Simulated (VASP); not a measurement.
Runs of VASP 6.6.1 on MgO (CsCl type). The structure is that of space group Pm-3m (No. 221), or close to it. The cells are those of the table. 

| task | cell | k mesh for the DOS | occupations for the DOS | gap on the mesh (eV) | pressure (GPa) |
| --- | --- | --- | --- | --- | --- |
| single point | a = 2.549 Å, 2 atoms | - | - | 3.49 | 22.2 |
| single point | a = 2.606 Å, 2 atoms | - | - | 2.83 | 9.0 |
| single point | a = 2.384 Å, 2 atoms | - | - | (b) | (c) |
| single point | a = 2.469 Å, 2 atoms | - | - | (a) | 48.1 |

Alike in all rows: level PBE; potentials or basis VASP PAW PBE potentials, release 64 (Mg, O); no spin polarisation; k mesh 15 × 15 × 15; cutoff (eV) 520; smearing fermi-dirac 0.08 eV.

**Question.** Fill in the values left out.

**Answer.** (a) 4.58; (b) 5.97; (c) 88.7.

A k mesh can miss the band edges.
